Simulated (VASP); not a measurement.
# SrCl2 in VASP: a series of runs, part 2 of 2

VASP 6.6.1. The steps go on from the part before.

## (3) Single point, PBEsol

This run uses another cell than the first one, of 27.50 Å³/atom.

The input, INCAR:

```
SYSTEM = SrCl2
PREC = Accurate
ENCUT = 520
EDIFF = 1E-7
ISMEAR = 0
SIGMA = 0.01
LREAL = .False.
LASPH = .True.
NELM = 100
ALGO = Normal
ISIF = 2
LWAVE = .False.
LCHARG = .False.
GGA = PS
NBANDS = 19
```

The input, KPOINTS:

```
Automatic mesh
0
Gamma
  6 6 6
  0 0 0
```

The input, POSCAR:

```
SrCl2
1.0
    0.0000000000      3.4553209822      3.4553209822
    3.4553209822      0.0000000000      3.4553209822
    3.4553209822      3.4553209822      0.0000000000
Sr Cl
1 2
Direct
    0.0000000000      0.0000000000      0.0000000000
    0.2500000000      0.2500000000      0.2500000000
    0.7500000000      0.7500000000      0.7500000000
```

Potentials or basis: VASP PAW PBE potentials, release 64 (Sr_sv, Cl).

Started as:

```console
$ cat potpaw_PBE.64/Sr_sv/POTCAR potpaw_PBE.64/Cl/POTCAR > POTCAR
$ mpirun -np 1 vasp_std > vasp.out
```

Wall time 12 s (1 thread of Intel Xeon 6975P-C (Granite Rapids), shared host); peak memory 0.2 GiB.

Results (log left out):

```yaml
Free_energy: -13.3426 eV
Pressure: 0.1 GPa
Band_gap_on_the_k_mesh: 5.24 eV (least direct gap 5.34 eV)
```

Levels at points of the mesh, in eV from the valence-band top:
| k point | band 9 | band 10 | band 11 | band 12 | band 13 | band 14 | band 15 | band 16 |
| --- | --- | --- | --- | --- | --- | --- | --- | --- |
| (0.00, 0.00, 0.00) | -2.27 | -0.36 | -0.36 | -0.36 | 5.24 | 5.96 | 5.96 | 8.92 |
| (0.50, 0.00, 0.00) | -1.59 | -1.40 | -1.11 | -1.11 | 6.63 | 6.63 | 7.51 | 7.74 |
| (0.50, 0.50, 0.00) | -1.98 | -0.44 | -0.44 | 0.00 | 5.34 | 7.00 | 7.58 | 8.02 |

Caveat: the PAW data sets were made with another functional, which shifts forces and pressure a little. As with any semilocal functional, this PBEsol gap is likely too small.

## (4) Single point, PBEsol

This run uses another cell than the first one, of 27.50 Å³/atom.

The input, INCAR:

```
PREC = Accurate
ENCUT = 520
EDIFF = 1E-6
ISMEAR = 0
SIGMA = 0.01
LREAL = F
LASPH = T
NELM = 80
ALGO = Normal
ISIF = 2
LWAVE = F
LCHARG = F
GGA = PS
NBANDS = 19
```

The input, KPOINTS:

```
regular mesh
0
Gamma
  6 6 6
```

POSCAR is that of step 3.

Potentials or basis: VASP PAW PBE potentials, release 64 (Sr_sv, Cl).

Started as:

```console
$ cat potpaw_PBE.64/Sr_sv/POTCAR potpaw_PBE.64/Cl/POTCAR > POTCAR
$ mpirun -np 1 vasp_std > vasp.out
```

OUTCAR:

```text
PREC = Accurate
   ENCUT = 520
   EDIFF = 1E-6
   ISMEAR = 0
   LREAL = F
   LASPH = T
   NELM = 80
   ISIF = 2
   GGA = PS

 ion  position               nearest neighbor table
   1  0.000  0.000  0.000-   3 2.99   3 2.99   3 2.99   2 2.99   3 2.99   2 2.99   2 2.99   2 2.99

   2  0.250  0.250  0.250-   1 2.99   1 2.99   1 2.99   1 2.99
   3  0.750  0.750  0.750-   1 2.99   1 2.99   1 2.99   1 2.99

  LATTYP: Found a face centered cubic cell.
 ALAT       =     6.9106419644

  Lattice vectors:

 A1 = (   0.0000000000,   3.4553209822,   3.4553209822)
 A2 = (   3.4553209822,   0.0000000000,   3.4553209822)
 A3 = (   3.4553209822,   3.4553209822,   0.0000000000)

Analysis of symmetry for initial positions (statically):
=====================================================================
 Subroutine PRICEL returns:
 Original cell was already a primitive cell.

 Routine SETGRP: Setting up the symmetry group for a
 face centered cubic supercell.

 Subroutine GETGRP returns: Found 48 space group operations
 (whereof 48 operations were pure point group operations)
[... 154 lines left out ...]

  energy without entropy =      -13.34263591  energy(sigma->0) =      -13.34263591

 E-fermi :   0.3559     XC(G=0):  -8.6186

 val. band max:        0.2740030840   @ k =   0.5000   0.5000   0.0000
 cond. band min:       5.5117389851   @ k =   0.0000   0.0000   0.0000
 fundamental gap:      5.2377359012
 Fermi energy:         0.3559413275

 k-point     1 :       0.0000    0.0000    0.0000
  band No.  band energies     occupation
      1     -32.4361      2.00000
      2     -14.4661      2.00000
      3     -14.4661      2.00000
      4     -14.4661      2.00000
      5     -13.1146      2.00000
      6     -12.1859      2.00000
[... 329 lines left out ...]
      6     -12.2890      2.00000
[... 11 lines left out ...]
     18       9.8799      0.00000
     19      10.2862      0.00000

------------------------ aborting loop because EDIFF is reached ----------------------------------------

  FORCE on cell =-STRESS in cart. coord.  units (eV):
  Direction    XX          YY          ZZ          XY          YZ          ZX
  --------------------------------------------------------------------------------------
  -------------------------------------------------------------------------------------
  Total        0.0474690      0.0474690      0.0474690      0.0000000      0.0000000      0.0000000
  in kB        0.9217757      0.9217757      0.9217757      0.0000000      0.0000000      0.0000000
  external PRESSURE =       0.9217757 kB  Pullay stress =       0.0000000 kB

 VOLUME and BASIS-vectors are now :
 -----------------------------------------------------------------------------
  energy-cutoff  :      520.00
  volume of cell :       82.51
      direct lattice vectors                 reciprocal lattice vectors
     0.000000000  3.455320982  3.455320982    -0.144704357  0.144704357  0.144704357
     3.455320982  0.000000000  3.455320982     0.144704357 -0.144704357  0.144704357
     3.455320982  3.455320982  0.000000000     0.144704357  0.144704357 -0.144704357

 POSITION                                       TOTAL-FORCE (eV/Angst)
 -----------------------------------------------------------------------------------
      0.00000      0.00000      0.00000         0.000000      0.000000      0.000000
      1.72766      1.72766      1.72766        -0.000000     -0.000000     -0.000000
      5.18298      5.18298      5.18298         0.000000      0.000000      0.000000
 -----------------------------------------------------------------------------------
    total drift:                                0.000000      0.000000      0.000000

  FREE ENERGIE OF THE ION-ELECTRON SYSTEM (eV)
  ---------------------------------------------------
  free  energy   TOTEN  =       -13.3426359100 eV

  energy  without entropy=      -13.3426359100  energy(sigma->0) =      -13.34263591
```

OSZICAR:

```text
N       E                     dE             d eps       ncg     rms          rms(c)
DAV:   1     0.135573129587E+03    0.13557E+03   -0.11590E+04   608   0.114E+03
DAV:   2    -0.510952897392E+01   -0.14068E+03   -0.13539E+03   793   0.222E+02
DAV:   3    -0.133340947991E+02   -0.82246E+01   -0.82000E+01   812   0.530E+01
DAV:   4    -0.135570383103E+02   -0.22294E+00   -0.22255E+00   962   0.767E+00
DAV:   5    -0.135605762457E+02   -0.35379E-02   -0.35377E-02   833   0.845E-01    0.148E+01
DAV:   6    -0.133350680660E+02    0.22551E+00   -0.43525E-01   686   0.371E+00    0.924E+00
DAV:   7    -0.133382695440E+02   -0.32015E-02   -0.28762E-01   811   0.330E+00    0.156E+00
DAV:   8    -0.133399106639E+02   -0.16411E-02   -0.46081E-02   708   0.115E+00    0.343E-01
DAV:   9    -0.133411962850E+02   -0.12856E-02   -0.15126E-03   748   0.240E-01    0.121E-01
DAV:  10    -0.133424171678E+02   -0.12209E-02   -0.78326E-04   676   0.140E-01    0.313E-02
DAV:  11    -0.133426049616E+02   -0.18779E-03   -0.14807E-04   771   0.561E-02    0.325E-02
DAV:  12    -0.133426358377E+02   -0.30876E-04   -0.44517E-05   658   0.289E-02    0.106E-02
DAV:  13    -0.133426359100E+02   -0.72267E-07   -0.57352E-07   711   0.462E-03
   1 F= -.13342636E+02 E0= -.13342636E+02  d E =-.544629E-33
```

It took 11 s on 1 thread of Intel Xeon 6975P-C (Granite Rapids), shared host; peak memory 0.2 GiB.

What came out:

```
Free energy            : -13.3426 eV
Pressure               : 0.1 GPa
Band gap on the k mesh : 5.24 eV (least direct gap 5.34 eV)
```

Caveat: the PAW data sets were made with another functional, which shifts forces and pressure a little. Expect the measured gap to be larger: semilocal functionals such as PBEsol lack the derivative discontinuity.

## (5) Single point, PBEsol

This run uses another cell than the first one, of 27.92 Å³/atom.

The input, INCAR:

```
ALGO = Normal ; EDIFF = 1E-7
ENCUT = 520 ; GGA = PS
ISIF = 2 ; ISMEAR = 0
LASPH = T ; LCHARG = F
LREAL = F ; LWAVE = F
NBANDS = 19 ; NELM = 100
PREC = Accurate ; SIGMA = 0.01
```

The input, KPOINTS:

```
k-points
0
Gamma
  6 6 6
```

The input, POSCAR:

```
SrCl2
1.0
    0.0000000000      3.4725975871      3.4725975871
    3.4725975871      0.0000000000      3.4725975871
    3.4725975871      3.4725975871      0.0000000000
Sr Cl
1 2
Direct
    0.0000000000      0.0000000000      0.0000000000
    0.2500000000      0.2500000000      0.2500000000
    0.7500000000      0.7500000000      0.7500000000
```

Started as:

```console
$ cat potpaw_PBE.64/Sr_sv/POTCAR potpaw_PBE.64/Cl/POTCAR > POTCAR
$ mpirun -np 1 vasp_std > vasp.out
```

Wall time 16 s (1 thread of Intel Xeon 6975P-C (Granite Rapids), shared host); peak memory 0.24 GiB.

The run converged. Its results:

* Free energy: -13.3415 eV
* Pressure: -0.5 GPa
* Band gap on the k mesh: 5.18 eV (least direct gap 5.35 eV)

Levels at points of the mesh, in eV from the valence-band top:
| k point | band 8 | band 9 | band 10 | band 11 | band 12 | band 13 | band 14 | band 15 | band 16 | band 17 |
| --- | --- | --- | --- | --- | --- | --- | --- | --- | --- | --- |
| (0.00, 0.00, 0.00) | -2.22 | -2.22 | -0.35 | -0.35 | -0.35 | 5.18 | 5.97 | 5.97 | 8.90 | 8.90 |
| (0.50, 0.00, 0.00) | -1.64 | -1.56 | -1.37 | -1.09 | -1.09 | 6.62 | 6.62 | 7.46 | 7.72 | 8.62 |
| (0.50, 0.50, 0.00) | -1.95 | -1.95 | -0.42 | -0.42 | 0.00 | 5.35 | 6.96 | 7.55 | 7.98 | 7.98 |

Caveat: the PAW data sets were made with another functional, which shifts forces and pressure a little. A k mesh can miss the band edges.

## (6) Single point, PBEsol (z stretched by -0.5 %, x and y held)

The input, INCAR:

```
SYSTEM = SrCl2
ALGO     = Normal         ! electronic algorithm
EDIFF    = 1E-7           ! SCF threshold, eV
ENCUT    = 520            ! plane-wave cutoff, eV
GGA      = PS             ! functional
ISIF     = 2              ! what is computed and relaxed
ISMEAR   = 0              ! smearing method
LASPH    = .True.         ! aspherical terms in the spheres
LCHARG   = .True.         ! write CHGCAR
LELF     = .True.         ! ELF
LREAL    = .False.        ! projectors in reciprocal space
LVHAR    = .True.       
LWAVE    = .False.        ! write WAVECAR
NBANDS   = 19             ! bands
NELM     = 80             ! most SCF steps
PREC     = Accurate       ! precision mode
SIGMA    = 0.01           ! smearing width, eV
```

The input, KPOINTS:

```
k-points
0
Gamma
  6 6 6
  0 0 0
```

The input, POSCAR:

```
SrCl2
1.0
    0.0000000000      3.4553209822      3.4380443773
    3.4553209822      0.0000000000      3.4380443773
    3.4553209822      3.4553209822      0.0000000000
Sr Cl
1 2
Direct
    0.0000000000      0.0000000000      0.0000000000
    0.2500000000      0.2500000000      0.2500000000
    0.7500000000      0.7500000000      0.7500000000
```

Potentials or basis: VASP PAW PBE potentials, release 64 (Sr_sv, Cl).

Started as:

```console
$ cat potpaw_PBE.64/Sr_sv/POTCAR potpaw_PBE.64/Cl/POTCAR > POTCAR
$ mpirun -np 1 vasp_std > vasp.out
```

It took 22 s on 1 thread of Intel Xeon 6975P-C (Granite Rapids), shared host; peak memory 0.22 GiB.

The run converged. Its results:

| Property | Result |
| --- | --- |
| Free energy | -13.3418 eV |
| Pressure | 0.3 GPa |
| Band gap on the k mesh | 5.23 eV (least direct gap 5.32 eV) |

Stress tensor (GPa, compression positive):
```
0.21 0.00 0.00
0.00 0.21 0.00
0.00 0.00 0.47
```

Levels at points of the mesh, in eV from the valence-band top:
```csv
k point,band 10,band 11,band 12,band 13,band 14,band 15
"(0.00, 0.00, 0.00)",-0.39,-0.39,-0.35,5.23,5.91,5.95
"(0.50, 0.00, 0.00)",-1.43,-1.14,-1.14,6.60,6.61,7.51
"(0.50, 0.50, 0.00)",-0.47,-0.47,0.00,5.32,7.02,7.57
"(0.50, 0.00, 0.50)",-0.48,-0.43,-0.03,5.31,6.98,7.57
```

Caveat: the cell differs from its parent crystal (z stretched by -0.5 %, x and y held); the PAW data sets were made with another functional, which shifts forces and pressure a little. A k mesh can miss the band edges.

## (7) Summary

| cell | gap on the mesh (eV) | pressure (GPa) |
| --- | --- | --- |
| a = 4.862 Å, angles 60.0°, 3 atoms | 5.29 | 0.7 |
| a = 4.887 Å, angles 60.0°, 3 atoms | 5.24 | 0.1 |
| a = 4.911 Å, angles 60.0°, 3 atoms | 5.18 | -0.5 |
| a = 4.874, b = 4.874, c = 4.887 Å, angles 59.9, 59.9, 60.2°, 3 atoms | 5.23 | 0.3 |

Alike in all rows: task single point; level PBEsol; potentials or basis VASP PAW PBE potentials, release 64 (Sr_sv, Cl); no spin polarisation; k mesh 6 × 6 × 6; cutoff (eV) 520; smearing gaussian 0.01 eV.

Caveats: the PAW data sets were made with another functional, which shifts forces and pressure a little.

Absolute energies hang on the potentials; compare differences alone.
